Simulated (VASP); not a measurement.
# CdS (F-43m) in VASP: further runs, part 2 of 2

VASP 6.6.1. The steps go on from the part before.

## (3) Single point, PBEsol

This run uses another cell than the first one, of 25.49 Å³/atom, 1.176 times its volume.

File INCAR:

```
  PREC = Accurate
  ENCUT = 520
  EDIFF = 1E-6
  ISMEAR = -1
  SIGMA = 0.03
  LREAL = False
  LASPH = True
  NELM = 60
  ALGO = Normal
  ISIF = 2
  LWAVE = False
  LCHARG = False
  GGA = PS
  NBANDS = 16
```

File KPOINTS:

```
regular mesh
0
Gamma
  8 8 8
```

File POSCAR:

```
CdS
1.0
    0.0000000000      2.9429534649      2.9429534649
    2.9429534649      0.0000000000      2.9429534649
    2.9429534649      2.9429534649      0.0000000000
Cd S
1 1
Direct
    0.0000000000      0.0000000000      0.0000000000
    0.7500000000      0.7500000000      0.7500000000
```

Potentials or basis: VASP PAW PBE potentials, release 64 (Cd, S).

The run is started by

```bash
$ cat potpaw_PBE.64/Cd/POTCAR potpaw_PBE.64/S/POTCAR > POTCAR
$ mpirun -np 1 vasp_std > vasp.out
```

OUTCAR:

```text
PREC = Accurate
   ENCUT = 520
   EDIFF = 1E-6
   ISMEAR = -1
   LREAL = False
   LASPH = True
   NELM = 60
   ISIF = 2
   GGA = PS

 ion  position               nearest neighbor table
   1  0.000  0.000  0.000-   2 2.55   2 2.55   2 2.55   2 2.55
   2  0.750  0.750  0.750-   1 2.55   1 2.55   1 2.55   1 2.55

  LATTYP: Found a face centered cubic cell.
 ALAT       =     5.8859069298

  Lattice vectors:

 A1 = (   0.0000000000,   2.9429534649,   2.9429534649)
 A2 = (   2.9429534649,   0.0000000000,   2.9429534649)
 A3 = (   2.9429534649,   2.9429534649,   0.0000000000)

Analysis of symmetry for initial positions (statically):
=====================================================================
 Subroutine PRICEL returns:
 Original cell was already a primitive cell.

 Routine SETGRP: Setting up the symmetry group for a
 face centered cubic supercell.

 Subroutine GETGRP returns: Found 24 space group operations
 (whereof 24 operations were pure point group operations)
 out of a pool of 48 trial point group operations.

The static configuration has the point symmetry T_d .

Analysis of symmetry for dynamics (positions and initial velocities):
=====================================================================
 Subroutine PRICEL returns:
 Original cell was already a primitive cell.

 Routine SETGRP: Setting up the symmetry group for a
 face centered cubic supercell.

 Subroutine GETGRP returns: Found 24 space group operations
 (whereof 24 operations were pure point group operations)
 out of a pool of 48 trial point group operations.

The dynamic configuration has the point symmetry T_d .

 Subroutine INISYM returns: Found 24 space group operations
 (whereof 24 operations are pure point group operations),
 and found     1 'primitive' translations

----------------------------------------------------------------------------------------

                                     Primitive cell

  volume of cell :      50.9777

  direct lattice vectors                    reciprocal lattice vectors
     0.000000000  2.942953465  2.942953465    -0.169897352  0.169897352  0.169897352
     2.942953465  0.000000000  2.942953465     0.169897352 -0.169897352  0.169897352
     2.942953465  2.942953465  0.000000000     0.169897352  0.169897352 -0.169897352

  length of vectors
     4.161964703  4.161964703  4.161964703     0.294270845  0.294270845  0.294270845

  position of ions in fractional coordinates (direct lattice)
     0.000000000  0.000000000  0.000000000
     0.750000000  0.750000000  0.750000000

  ion indices of the primitive-cell ions
   primitive index   ion index
                 1           1
                 2           2

----------------------------------------------------------------------------------------

 KPOINTS: regular mesh

Automatic generation of k-mesh.
 Grid dimensions read from file:
 generate k-points for:    8    8    8

 Generating k-lattice:

  Cartesian coordinates                     Fractional coordinates (reciprocal lattice)
    -0.021237169  0.021237169  0.021237169     0.125000000  0.000000000  0.000000000
     0.021237169 -0.021237169  0.021237169     0.000000000  0.125000000  0.000000000
     0.021237169  0.021237169 -0.021237169     0.000000000  0.000000000  0.125000000

  Length of vectors
     0.036783856  0.036783856  0.036783856

  Shift w.r.t. Gamma in fractional coordinates (k-lattice)
     0.000000000  0.000000000  0.000000000

 Subroutine IBZKPT returns following result:
 ===========================================

 Found     29 irreducible k-points:

 Following reciprocal coordinates:
            Coordinates               Weight
  0.000000  0.000000  0.000000      1.000000
  0.125000  0.000000  0.000000      8.000000
  0.250000  0.000000  0.000000      8.000000
  0.375000  0.000000  0.000000      8.000000
  0.500000  0.000000  0.000000      4.000000
  0.125000  0.125000  0.000000      6.000000
[... 16 lines left out ...]
  0.500000  0.250000  0.125000     48.000000
 -0.375000  0.250000  0.125000     24.000000
 [... further k-points ...]
   k-points           NKPTS =     29   k-points in BZ     NKDIM =     29   number of bands    NBANDS=     16
   number of dos      NEDOS =    301   number of ions     NIONS =      2
   total plane-waves  NPLWV =  32768
   dimension x,y,z NGX =    32 NGY =   32 NGZ =   32
   dimension x,y,z NGXF=    64 NGYF=   64 NGZF=   64
   ions per type =               1   1
   NGX,Y,Z   is equivalent  to a cutoff of  12.78, 12.78, 12.78 a.u.
   NGXF,Y,Z  is equivalent  to a cutoff of  25.56, 25.56, 25.56 a.u.
 SYSTEM =  unknown system
   PREC   = accura    normal or accurate (medium, high low for compatibility)
   ISTART =      0    job   : 0-new  1-cont  2-samecut
   ICHARG =      2    charge: 1-file 2-atom 10-const
   ISPIN  =      1    spin polarized calculation?
   LNONCOLLINEAR =      F non collinear calculations
   LSORBIT =      F    spin-orbit coupling
   LASPH  =      T    aspherical Exc in radial PAW
   ENCUT  =  520.0 eV  38.22 Ry    6.18 a.u.   7.74  7.74  7.74*2*pi/ulx,y,z
   NELM   =     60;   NELMIN=  2; NELMDL= -5     # of ELM steps
   EDIFF  = 0.1E-05   stopping-criterion for ELM
   LREAL  =      F    real-space projection
   EDIFFG = 0.1E-04   stopping-criterion for IOM
   NSW    =      0    number of steps for IOM
   IBRION =     -1    ionic relax: 0-MD 1-quasi-New 2-CG
   NFREE  =      0    steps in history (QN), initial steepest desc. (CG)
   ISIF   =      2    stress and relaxation
   ISYM   =      2    0-nonsym 1-usesym 2-fastsym
   POTIM  = 0.5000    time-step for ionic-motion
   TEBEG  =    0.0;   TEEND  =   0.0 temperature during run
   PSTRESS=    0.0 pullay stress
   NELECT =      18.0000    total number of electrons
   NUPDOWN=      -1.0000    fix difference up-down
   EMIN   =  10.00;   EMAX   =-10.00  energy-range for DOS
   EFERMI =   0.00;   METHOD = LEGACY
   ISMEAR =    -1;   SIGMA  =   0.03  broadening in eV -4-tet -1-fermi 0-gaus
   EFERMI_NEDOS =   21; number of points for ismear=-14 and -15
   IALGO  =     38    algorithm
   IMIX   =      4    mixing-type and parameters
     AMIX     =   0.40;   BMIX     =  1.00
     AMIX_MAG =   1.60;   BMIX_MAG =  1.00
  volume/ion in A,a.u.               =      25.49       172.01
  Fermi-wavevector in a.u.,A,eV,Ry     =   1.157104  2.186609 18.216690  1.338889
  Thomas-Fermi vector in A             =   2.293718
   LORBIT       =      0    0 simple, 1 ext, 2 COOP (PROOUT), +10 PAW based schemes
   GGA     = PS    functional components
   LHFCALC =     F    Hartree Fock is set to
   AEXX    =    0.0000 exact exchange contribution
   IVDW    =     0    specifies the selected vdW correction
   LEPSILON=     F    determine dielectric tensor
   LRPA    =     F    only Hartree local field effects (RPA)
 non-spin polarized calculation
  energy-cutoff  :      520.00
  volume of cell :       50.98
 maximum number of plane-waves:      1387
   NGX = 15   NGY = 15   NGZ = 15

 number of electron      18.0000005 magnetization

 Free energy of the ion-electron system (eV)
  ---------------------------------------------------
  ext. energy  EPLUGINS =         0.00000000
  ---------------------------------------------------
  free energy    TOTEN  =        -6.80790490 eV

  energy without entropy =       -6.80790489  energy(sigma->0) =       -6.80790490

 E-fermi :   1.4759     XC(G=0):  -9.2514

 val. band max:        0.9831762837   @ k =   0.0000   0.0000   0.0000
 cond. band min:       1.9344267598   @ k =   0.0000   0.0000   0.0000
 fundamental gap:      0.9512504761
 Fermi energy:         1.4758896229

 k-point     1 :       0.0000    0.0000    0.0000
  band No.  band energies     occupation
      1     -11.2369      2.00000
      2      -6.6487      2.00000
      3      -6.6487      2.00000
      4      -6.6487      2.00000
      5      -6.1969      2.00000
      6      -6.1969      2.00000
[... 8 lines left out ...]
     15      12.3860      0.00000
     16      12.3860      0.00000
[... 419 lines left out ...]
 k-point    24 :      -0.3750    0.2500    0.1250
  band No.  band energies     occupation
      1     -10.7612      2.00000
      2      -6.4944      2.00000
      3      -6.4582      2.00000
      4      -6.2215      2.00000
      5      -6.1720      2.00000
      6      -5.7315      2.00000
[... 8 lines left out ...]
     15      13.0966      0.00000
     16      14.0140      0.00000

 [... further k-points ...]

------------------------ aborting loop because EDIFF is reached ----------------------------------------

  FORCE on cell =-STRESS in cart. coord.  units (eV):
  Direction    XX          YY          ZZ          XY          YZ          ZX
  --------------------------------------------------------------------------------------
  -------------------------------------------------------------------------------------
  Total       -0.4641955     -0.4641955     -0.4641955     -0.0000000      0.0000000      0.0000000
  in kB      -14.5891948    -14.5891948    -14.5891948     -0.0000000      0.0000000      0.0000000
  external PRESSURE =     -14.5891948 kB  Pullay stress =       0.0000000 kB

 VOLUME and BASIS-vectors are now :
 -----------------------------------------------------------------------------
  energy-cutoff  :      520.00
  volume of cell :       50.98
      direct lattice vectors                 reciprocal lattice vectors
     0.000000000  2.942953465  2.942953465    -0.169897352  0.169897352  0.169897352
     2.942953465  0.000000000  2.942953465     0.169897352 -0.169897352  0.169897352
     2.942953465  2.942953465  0.000000000     0.169897352  0.169897352 -0.169897352

 POSITION                                       TOTAL-FORCE (eV/Angst)
 -----------------------------------------------------------------------------------
      0.00000      0.00000      0.00000         0.000000      0.000000      0.000000
      4.41443      4.41443      4.41443        -0.000000     -0.000000     -0.000000
 -----------------------------------------------------------------------------------
    total drift:                                0.000000      0.000000      0.000000

  FREE ENERGIE OF THE ION-ELECTRON SYSTEM (eV)
  ---------------------------------------------------
  free  energy   TOTEN  =        -6.8079048956 eV

  energy  without entropy=       -6.8079048947  energy(sigma->0) =       -6.80790490
```

It took 35 s on 1 thread of Intel Xeon 8259CL, shared host; peak memory 0.18 GiB.

What came out:

```
Free energy            : -6.8079 eV
Pressure               : -1.5 GPa
Band gap on the k mesh : 0.95 eV, direct
```

Levels at points of the mesh, in eV from the valence-band top:
```tsv
k point	band 6	band 7	band 8	band 9	band 10	band 11	band 12	band 13
(0.00, 0.00, 0.00)	-7.18	0.00	0.00	0.00	0.95	6.45	6.45	6.45
(0.50, 0.00, 0.00)	-6.82	-4.32	-0.73	-0.73	2.85	6.91	6.91	7.25
(0.50, 0.50, 0.00)	-6.76	-3.90	-1.82	-1.82	3.44	4.22	8.96	10.51
```

Caveat: the PAW data sets were made with another functional, which shifts forces and pressure a little. Expect the measured gap to be larger: semilocal functionals such as PBEsol lack the derivative discontinuity.
